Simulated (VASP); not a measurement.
A run of VASP 6.6.1 is set up as follows.

File INCAR:

```
ALGO = Normal
EDIFF = 1E-7
ENCUT = 520
GGA = PS
ISIF = 2
ISMEAR = -1
LASPH = True
LCHARG = False
LREAL = False
LWAVE = False
NBANDS = 8
NELM = 100
PREC = Accurate
SIGMA = 0.05
```

Contents of KPOINTS:

```
k-points
0
Gamma
  6 6 7
```

Contents of POSCAR:

```
Sb
1.0
   -1.5948718800      1.5512544700      2.7276667100
    1.5472171300     -1.5649253900      2.7079107700
    1.6154168300      1.5854703400     -2.7356140700
Sb
1
Direct
    0.0000000000      0.0000000000      0.0000000000
```

Potentials or basis: VASP PAW PBE potentials, release 64 (Sb).

The run is started by

```bash
$ cat potpaw_PBE.64/Sb/POTCAR > POTCAR
$ mpirun -np 1 vasp_std > vasp.out
```

Q: Predict the pressure.

A: -1.4 GPa.

Stress tensor (GPa, compression positive):
```
-2.50  2.15  0.29
 2.15 -0.52 -0.07
 0.29 -0.07 -1.19
```

Caveat: the k points lie up to 0.40 Å⁻¹ apart; the PAW data sets were made with another functional, which shifts forces and pressure a little.
